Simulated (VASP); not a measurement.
A run of VASP 6.6.1 is set up as follows.

Contents of INCAR:

```
PREC     = Accurate       # precision mode
ENCUT    = 520            # plane-wave cutoff, eV
EDIFF    = 1E-7           # SCF threshold, eV
ISMEAR   = 0              # smearing method
SIGMA    = 0.15           # smearing width, eV
LREAL    = False          # projectors in reciprocal space
LASPH    = True           # aspherical terms in the spheres
NELM     = 100            # most SCF steps
ALGO     = Normal         # electronic algorithm
ISIF     = 2              # what is computed and relaxed
LWAVE    = False          # write WAVECAR
LCHARG   = False          # write CHGCAR
GGA      = PS             # functional
NBANDS   = 11             # bands
```

KPOINTS

```
regular mesh
0
Gamma
  22 22 22
```

File POSCAR:

```
Pt
1.0
   -1.5050090000      1.5050090000      1.6634310000
    1.5050090000     -1.5050090000      1.6634310000
    1.5050090000      1.5050090000     -1.6634310000
Pt
1
Direct
    0.0000000000      0.0000000000      0.0000000000
```

Potentials or basis: VASP PAW PBE potentials, release 64 (Pt).

Command:

```console
$ cat potpaw_PBE.64/Pt/POTCAR > POTCAR
$ mpirun -np 1 vasp_std > vasp.out
```

Question: Predict the pressure.

Answer: 1.6 GPa.

Question: Predict the band gap on the k mesh.

Answer: Zero (band 5 reaches 12.11 eV, above the bottom of band 6 at 9.87 eV).

Stress tensor (GPa, compression positive):
```
-0.74  0.00  0.00
 0.00 -0.74  0.00
 0.00  0.00  6.31
```

Caveat: the cell differs from its parent crystal (strain -0.050 along x and y, +0.050 along z); the PAW data sets were made with another functional, which shifts forces and pressure a little; spin-orbit coupling is left out, which moves the levels of the heavy elements.
